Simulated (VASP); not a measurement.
Input of a VASP 6.6.1 run:

The input INCAR:

```
PREC = Accurate
ENCUT = 520
EDIFF = 1E-6
ISMEAR = 0
SIGMA = 0.05
LREAL = F
LASPH = T
NELM = 100
ALGO = Normal
ISIF = 2
LWAVE = F
LCHARG = F
GGA = PE
NBANDS = 11
```

Contents of KPOINTS:

```
regular mesh
0
Gamma
  12 12 12
```

Contents of POSCAR:

```
BN
1.0
   -0.0679647668      1.8123937807      1.8123937807
    1.8123937807     -0.0679647668      1.8123937807
    1.7444290139      1.7444290139      0.0000000000
B N
1 1
Direct
    0.0000000000      0.0000000000      0.0000000000
    0.7500000000      0.7500000000      0.7500000000
```

Potentials or basis: VASP PAW PBE potentials, release 64 (B, N).

Run with:

```sh
$ cat potpaw_PBE.64/B/POTCAR potpaw_PBE.64/N/POTCAR > POTCAR
$ mpirun -np 1 vasp_std > vasp.out
```

What does it give for the band gap on the k mesh?

3.98 eV, indirect (least direct gap 7.66 eV).

Predict the largest force.

0.120 eV/Å.

Forces on the atoms (eV/Å):
```
B    0.000  0.000  0.120
N    0.000  0.000 -0.120
```

Caveat: the cell differs from its parent crystal (engineering shear strain xz -0.0750, normal strain along z +0.0000). A k mesh can miss the band edges.
